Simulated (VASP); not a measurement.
H4CO, 24 atoms in the cell. It takes space group P2_12_12_1 (No. 19, orthorhombic). The conventional cell has a = 4.461 Å, b = 5.035 Å, c = 9.006 Å, α = 90.00°, β = 90.00°, γ = 90.00°. Within 1.4 Å of H (site symmetry 1) lie 1 O at 1.01 Å. Within 1.5 Å of H (site symmetry 1) lie 1 C at 1.10 Å. H (site symmetry 1) has 1 C at 1.10 Å within 1.5 Å. H (site symmetry 1) has 1 C at 1.10 Å within 1.5 Å. C (site symmetry 1) has 3 H at 1.10 Å and 1 O at 1.43 Å within 1.5 Å. Within 1.5 Å of O (site symmetry 1) lie 1 H at 1.01 Å and 1 C at 1.43 Å. 

```yaml
Program: VASP 6.6.1
Task: single point
Functional: PBE
Dispersion: D3(BJ)
Potentials_or_basis: VASP PAW PBE potentials, release 64 (H, C, O)
Cutoff: 520 eV
k_mesh: 6 × 6 × 4
Occupations: gaussian, width 0.02 eV
Spin: no spin polarisation
Dipole_correction: no
Further_INCAR_settings: LREAL = Auto; ALGO = Normal; EDIFF = 1e-06; NBANDS = 46
```

Potentials or basis: VASP PAW PBE potentials, release 64 (H, C, O).

Launch:

```sh
$ cat potpaw_PBE.64/H/POTCAR potpaw_PBE.64/C/POTCAR potpaw_PBE.64/O/POTCAR > POTCAR
$ mpirun -np 1 vasp_std > vasp.out
```

Hardware: 1 thread of Intel(R) Xeon(R) 6975P-C (Granite Rapids) (shared host).

Problem. How long does it take, and how much memory?

Solution. Run time: 4.7 min on 1 thread of Intel(R) Xeon(R) 6975P-C (Granite Rapids), on a shared host, peak memory 0.45 GiB. Counts: scf iterations 15, k points 48.
